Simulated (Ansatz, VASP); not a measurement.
## Two plane-wave programs on ReS3

```
CELL_PARAMETERS angstrom
2.59157 0.00000 0.00000
0.00000 2.59157 0.00000
0.00000 0.00000 10.03986
ATOMIC_POSITIONS crystal
Re 0.00000 0.00000 0.50000
S 0.00000 0.00000 0.74207
S 0.00000 0.00000 0.25793
S 0.00000 0.00000 0.00000
```

Alike in both runs: functional PBE; k mesh 4 × 4 × 2; occupations gaussian, width 0.15 eV; collinear spin.

Ansatz relaxed the structure, and its values are those at the end. VASP's run is a single point on that final structure, the one shown.

|  | VASP | Ansatz |
| --- | --- | --- |
| version | VASP 6.6.1 | Ansatz 0.2.0 |
| potentials or method | VASP PAW PBE potentials, release 64 (Re_sv_GW, S), cutoff 560 eV | scalar-relativistic, plane waves, PAW |
| valence electrons in the cell | 33 | 33 |

VASP gave:

- gap on the k mesh at the Fermi level (eV): none
- pressure (GPa): -0.4
- rms of the force components (eV/Å): 0.013
- net moment per atom (μB): 0.00

What did Ansatz give for the same quantities?

gap on the k mesh at the Fermi level (eV): none; pressure (GPa): 0.0; rms of the force components (eV/Å): 0.009; net moment per atom (μB): 0.00.

A gap of «none» marks a metal or a gap that the smearing closes. With one functional, cell and mesh, what is left measures potentials, basis and numerics. Ansatz's warnings: seeded moment not kept.

The k mesh is coarse, so the values compare programs but aren't converged. Neither program's run includes spin-orbit coupling.
